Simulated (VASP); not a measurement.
# Pb (P6/mmm) in VASP: notebook

The runs below take Pb through single point, with PBE.

Program: VASP 6.6.1. These are calculated values, not measurements. Logs are shortened: lines on timing, memory, paths and dates and some standing lists are left out, and cuts for length are marked.

**1. The cell of the first run**

It takes space group P6/mmm (No. 191, hexagonal). The conventional cell has a = 2.893 Å, b = 2.893 Å, c = 2.740 Å, α = 90.00°, β = 90.00°, γ = 120.00°. Within 3.6 Å of Pb (site symmetry 6/mmm) lie 8 Pb at 2.74 to 2.89 Å.

**2. Single point, PBE (volume scaled by 0.6)**

The input, INCAR:

```
PREC = Accurate
ENCUT = 520
EDIFF = 1E-6
ISMEAR = -1
SIGMA = 0.1
LREAL = F
LASPH = T
NELM = 60
ALGO = Normal
ISIF = 2
LWAVE = F
LCHARG = T
GGA = PE
LELF = T
LVHAR = T
NBANDS = 13
```

The input, KPOINTS:

```
Automatic mesh
0
Gamma
  13 13 12
```

The input, POSCAR:

```
Pb
1.0
    2.8932209887      0.0000000000      0.0000000000
   -1.4466104944      2.5056028750      0.0000000000
    0.0000000000      0.0000000000      2.7399239518
Pb
1
Direct
    0.0000000000      0.0000000000      0.0000000000
```

Potentials or basis: VASP PAW PBE potentials, release 64 (Pb_d).

Started as:

```sh
$ cat potpaw_PBE.64/Pb_d/POTCAR > POTCAR
$ mpirun -np 1 vasp_std > vasp.out
```

OUTCAR:

```text
PREC = Accurate
   ENCUT = 520
   EDIFF = 1E-6
   ISMEAR = -1
   LREAL = F
   LASPH = T
   NELM = 60
   ISIF = 2
   GGA = PE

 ion  position               nearest neighbor table
   1  0.000  0.000  0.000-

  LATTYP: Found a hexagonal cell.
 ALAT       =     2.8932209887
 C/A-ratio  =     0.9470150958

  Lattice vectors:

 A1 = (   2.8932209887,   0.0000000000,   0.0000000000)
 A2 = (  -1.4466104944,   2.5056028750,   0.0000000000)
 A3 = (   0.0000000000,   0.0000000000,   2.7399239518)

Analysis of symmetry for initial positions (statically):
=====================================================================
 Subroutine PRICEL returns:
 Original cell was already a primitive cell.

 Routine SETGRP: Setting up the symmetry group for a
 hexagonal supercell.

 Subroutine GETGRP returns: Found 24 space group operations
 (whereof 24 operations were pure point group operations)
 out of a pool of 24 trial point group operations.

The static configuration has the point symmetry D_6h.

Analysis of symmetry for dynamics (positions and initial velocities):
=====================================================================
 Subroutine PRICEL returns:
 Original cell was already a primitive cell.

 Routine SETGRP: Setting up the symmetry group for a
 hexagonal supercell.

 Subroutine GETGRP returns: Found 24 space group operations
 (whereof 24 operations were pure point group operations)
 out of a pool of 24 trial point group operations.

The dynamic configuration has the point symmetry D_6h.

 Subroutine INISYM returns: Found 24 space group operations
 (whereof 24 operations are pure point group operations),
 and found     1 'primitive' translations

----------------------------------------------------------------------------------------

                                     Primitive cell

  volume of cell :      19.8624

  direct lattice vectors                    reciprocal lattice vectors
     2.893220989  0.000000000  0.000000000     0.345635540  0.199552772  0.000000000
    -1.446610494  2.505602875  0.000000000     0.000000000  0.399105545  0.000000000
     0.000000000  0.000000000  2.739923952     0.000000000  0.000000000  0.364973633

  length of vectors
     2.893220989  2.893220989  2.739923952     0.399105545  0.399105545  0.364973633

  position of ions in fractional coordinates (direct lattice)
     0.000000000  0.000000000  0.000000000

  ion indices of the primitive-cell ions
   primitive index   ion index
                 1           1

----------------------------------------------------------------------------------------

 KPOINTS: Automatic mesh

Automatic generation of k-mesh.
 Grid dimensions read from file:
 generate k-points for:   13   13   12

 Generating k-lattice:

  Cartesian coordinates                     Fractional coordinates (reciprocal lattice)
     0.026587349  0.015350213  0.000000000     0.076923077  0.000000000  0.000000000
     0.000000000  0.030700427  0.000000000     0.000000000  0.076923077  0.000000000
     0.000000000  0.000000000  0.030414469     0.000000000  0.000000000  0.083333333

  Length of vectors
     0.030700427  0.030700427  0.030414469

  Shift w.r.t. Gamma in fractional coordinates (k-lattice)
     0.000000000  0.000000000  0.000000000

 Subroutine IBZKPT returns following result:
 ===========================================

 Found    147 irreducible k-points:

 Following reciprocal coordinates:
            Coordinates               Weight
  0.000000  0.000000  0.000000      1.000000
  0.076923  0.000000  0.000000      6.000000
  0.153846  0.000000  0.000000      6.000000
  0.230769  0.000000  0.000000      6.000000
  0.307692  0.000000  0.000000      6.000000
  0.384615  0.000000  0.000000      6.000000
[... 16 lines left out ...]
  0.076923  0.000000  0.083333     12.000000
  0.153846  0.000000  0.083333     12.000000
 [... further k-points ...]
   k-points           NKPTS =    147   k-points in BZ     NKDIM =    147   number of bands    NBANDS=     13
   number of dos      NEDOS =    301   number of ions     NIONS =      1
   total plane-waves  NPLWV =  11520
   dimension x,y,z NGX =    24 NGY =   24 NGZ =   20
   dimension x,y,z NGXF=    48 NGYF=   48 NGZF=   40
   ions per type =               1
   NGX,Y,Z   is equivalent  to a cutoff of  13.79, 13.79, 12.14 a.u.
   NGXF,Y,Z  is equivalent  to a cutoff of  27.58, 27.58, 24.27 a.u.
 SYSTEM =  unknown system
   PREC   = accura    normal or accurate (medium, high low for compatibility)
   ISTART =      0    job   : 0-new  1-cont  2-samecut
   ICHARG =      2    charge: 1-file 2-atom 10-const
   ISPIN  =      1    spin polarized calculation?
   LNONCOLLINEAR =      F non collinear calculations
   LSORBIT =      F    spin-orbit coupling
   LASPH  =      T    aspherical Exc in radial PAW
   ENCUT  =  520.0 eV  38.22 Ry    6.18 a.u.   5.38  5.38  5.09*2*pi/ulx,y,z
   NELM   =     60;   NELMIN=  2; NELMDL= -5     # of ELM steps
   EDIFF  = 0.1E-05   stopping-criterion for ELM
   LREAL  =      F    real-space projection
   EDIFFG = 0.1E-04   stopping-criterion for IOM
   NSW    =      0    number of steps for IOM
   IBRION =     -1    ionic relax: 0-MD 1-quasi-New 2-CG
   NFREE  =      0    steps in history (QN), initial steepest desc. (CG)
   ISIF   =      2    stress and relaxation
   ISYM   =      2    0-nonsym 1-usesym 2-fastsym
   POTIM  = 0.5000    time-step for ionic-motion
   TEBEG  =    0.0;   TEEND  =   0.0 temperature during run
   PSTRESS=    0.0 pullay stress
   NELECT =      14.0000    total number of electrons
   NUPDOWN=      -1.0000    fix difference up-down
   EMIN   =  10.00;   EMAX   =-10.00  energy-range for DOS
   EFERMI =   0.00;   METHOD = LEGACY
   ISMEAR =    -1;   SIGMA  =   0.10  broadening in eV -4-tet -1-fermi 0-gaus
   EFERMI_NEDOS =   21; number of points for ismear=-14 and -15
   IALGO  =     38    algorithm
   IMIX   =      4    mixing-type and parameters
     AMIX     =   0.40;   BMIX     =  1.00
     AMIX_MAG =   1.60;   BMIX_MAG =  1.00
  volume/ion in A,a.u.               =      19.86       134.04
  Fermi-wavevector in a.u.,A,eV,Ry     =   1.456935  2.753207 28.880521  2.122658
  Thomas-Fermi vector in A             =   2.573795
   LORBIT       =      0    0 simple, 1 ext, 2 COOP (PROOUT), +10 PAW based schemes
   GGA     = PE    functional components
   LHFCALC =     F    Hartree Fock is set to
   AEXX    =    0.0000 exact exchange contribution
   IVDW    =     0    specifies the selected vdW correction
   LEPSILON=     F    determine dielectric tensor
   LRPA    =     F    only Hartree local field effects (RPA)
 non-spin polarized calculation
  energy-cutoff  :      520.00
  volume of cell :       19.86
 maximum number of plane-waves:       550
 NGX is ok and might be reduce to    24
   NGX = 11   NGY = 11   NGZ = 11

 number of electron      13.9999998 magnetization

 Free energy of the ion-electron system (eV)
  ---------------------------------------------------
  ext. energy  EPLUGINS =         0.00000000
  ---------------------------------------------------
  free energy    TOTEN  =        -1.77922825 eV

  energy without entropy =       -1.76719168  energy(sigma->0) =       -1.77320997

 E-fermi :  13.4505     XC(G=0): -12.3416

 val. band max:       13.4239622416   @ k =   0.3077   0.0000   0.2500
 cond. band min:      13.4505859083   @ k =   0.3846   0.0000   0.5000
 fundamental gap:      0.0266236667
 Fermi energy:        13.4505057715

 k-point     1 :       0.0000    0.0000    0.0000
  band No.  band energies     occupation
      1      -5.8358      2.00000
      2      -4.8640      2.00000
      3      -4.8640      2.00000
      4      -3.8161      2.00000
      5      -3.8161      2.00000
      6      -2.4981      2.00000
      7      19.4366      0.00000
      8      22.9830      0.00000
      9      23.0517      0.00000
     10      23.0517      0.00000
     11      25.0004      0.00000
     12      29.0224      0.00000
     13      29.0224      0.00000

 k-point     2 :       0.0769    0.0000    0.0000
  band No.  band energies     occupation
      1      -5.8051      2.00000
      2      -4.8864      2.00000
      3      -4.8041      2.00000
      4      -3.8484      2.00000
      5      -3.8232      2.00000
      6      -2.3312      2.00000
      7      19.6601      0.00000
      8      21.3791      0.00000
      9      22.4775      0.00000
     10      22.9811      0.00000
     11      25.0840      0.00000
     12      29.5995      0.00000
     13      29.6519      0.00000

 k-point     3 :       0.1538    0.0000    0.0000
  band No.  band energies     occupation
      1      -5.7297      2.00000
      2      -4.9507      2.00000
      3      -4.6347      2.00000
      4      -3.9368      2.00000
      5      -3.8428      2.00000
      6      -1.8125      2.00000
      7      18.3851      0.00000
      8      20.3132      0.00000
      9      21.2335      0.00000
     10      22.9512      0.00000
     11      25.1032      0.00000
     12      30.4895      0.00000
     13      30.9977      0.00000
[... 305 lines left out ...]
 k-point    23 :       0.0769    0.0000    0.0833
  band No.  band energies     occupation
      1      -5.7199      2.00000
      2      -4.8792      2.00000
      3      -4.7975      2.00000
      4      -3.8939      2.00000
      5      -3.8650      2.00000
      6      -2.1666      2.00000
      7      18.0745      0.00000
      8      21.6090      0.00000
      9      22.7277      0.00000
     10      23.1177      0.00000
     11      26.7626      0.00000
     12      29.5020      0.00000
     13      29.6372      0.00000

 k-point    24 :       0.1538    0.0000    0.0833
  band No.  band energies     occupation
      1      -5.6394      2.00000
      2      -4.9399      2.00000
      3      -4.6286      2.00000
      4      -3.9904      2.00000
      5      -3.8853      2.00000
      6      -1.6496      2.00000
      7      18.4960      0.00000
      8      18.7290      0.00000
      9      21.4629      0.00000
     10      23.0965      0.00000
     11      26.7846      0.00000
     12      30.3444      0.00000
     13      31.0472      0.00000

 [... further k-points ...]
[... 5 lines left out ...]
  --------------------------------------------------------------------------------------
  -------------------------------------------------------------------------------------
  Total        8.3828706      8.3828706      8.3502266     -0.0000000     -0.0000000      0.0000000
  in kB      676.1934938    676.1934938    673.5603106     -0.0000000     -0.0000000      0.0000000
  external PRESSURE =     675.3157661 kB  Pullay stress =       0.0000000 kB

 VOLUME and BASIS-vectors are now :
 -----------------------------------------------------------------------------
  energy-cutoff  :      520.00
  volume of cell :       19.86
      direct lattice vectors                 reciprocal lattice vectors
     2.893220989  0.000000000  0.000000000     0.345635540  0.199552772  0.000000000
    -1.446610494  2.505602875  0.000000000     0.000000000  0.399105545  0.000000000
     0.000000000  0.000000000  2.739923952     0.000000000  0.000000000  0.364973633

 POSITION                                       TOTAL-FORCE (eV/Angst)
 -----------------------------------------------------------------------------------
      0.00000      0.00000      0.00000         0.000000      0.000000      0.000000
 -----------------------------------------------------------------------------------
    total drift:                                0.000000     -0.000000      0.000000

  FREE ENERGIE OF THE ION-ELECTRON SYSTEM (eV)
  ---------------------------------------------------
  free  energy   TOTEN  =        -1.7792282517 eV

  energy  without entropy=       -1.7671916807  energy(sigma->0) =       -1.77320997
```

Wall time 12 s (1 thread of Intel Xeon 6975P-C, shared host); peak memory 0.16 GiB.

Results:

| Property | Result |
| --- | --- |
| Free energy | -1.7792 eV |
| Pressure | 67.5 GPa |
| Band gap on the k mesh | zero (band 7 reaches 19.66 eV, above the bottom of band 8 at 10.24 eV) |

Levels at points of the mesh, in eV from the Fermi level:
```tsv
k point	band 3	band 4	band 5	band 6	band 7	band 8	band 9	band 10	band 11	band 12
(0.00, 0.00, 0.00)	-18.31	-17.27	-17.27	-15.95	5.99	9.53	9.60	9.60	11.55	15.57
(0.00, 0.00, 0.50)	-18.21	-17.86	-17.86	-10.45	-7.60	11.94	12.94	14.79	14.79	15.74
```

Caveat: spin-orbit coupling is left out, which moves the levels of the heavy elements.

[end of part 1 of 2]
